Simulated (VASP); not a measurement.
Crystal: Sc3Ta.

```
Sc Ta
1.0
     6.01591    0.00000    0.00000
    -3.00796    5.20993    0.00000
     0.00000    0.00000    4.82870
Sc Ta
6 2
Direct
  0.83300 0.66600 0.25000
  0.16700 0.83300 0.75000
  0.33400 0.16700 0.25000
  0.16700 0.33400 0.75000
  0.83300 0.16700 0.25000
  0.66600 0.83300 0.75000
  0.33333 0.66667 0.25000
  0.66667 0.33333 0.75000
```

```yaml
Program: VASP 6.6.1
Task: relaxation of cell and atoms
Functional: PBE
Potentials_or_basis: VASP PAW PBE potentials, release 64 (Sc_sv, Ta_pv)
Cutoff: 600 eV
k_mesh: 3 × 3 × 4
Occupations: gaussian, width 0.1 eV
Spin: no spin polarisation
```

At the start: pressure 15.2 GPa; volume 18.92 Å³/atom.

Q: Where does the relaxation end?

A: Over 5 steps the energy falls by 147.2 meV/atom and the volume is 22.10 Å³/atom (+16.8 %); space group P6_3/mmc (No. 194, to 0.05 Å).

The path:
```tsv
step	energy change (eV)	largest force (eV/Å)	pressure (GPa)	volume (Å³)
1	0.0000	0.4255	15.25	151.34
2	-0.7420	0.3661	-6.37	194.29
3	-1.1025	0.3890	-0.21	176.92
4	-1.1447	0.2649	-0.14	176.89
5	-1.1773	0.0359	0.13	176.81
```

Final structure:
```
Sc Ta
1.0
     6.39464    0.00000    0.00000
    -3.19732    5.53792    0.00000
     0.00000    0.00000    4.99271
Sc Ta
6 2
Cartesian
  3.1973 3.6265 1.2482
  -1.5420 4.5822 3.7445
  1.6553 0.9557 1.2482
  0.0000 1.9114 3.7445
  4.7393 0.9557 1.2482
  1.5420 4.5822 3.7445
  0.0000 3.6919 1.2482
  3.1973 1.8460 3.7445
```

Caveat: the k points lie up to 0.38 Å⁻¹ apart in the final cell; the volume moved by over 15 % at a fixed basis, so the end points are rough.
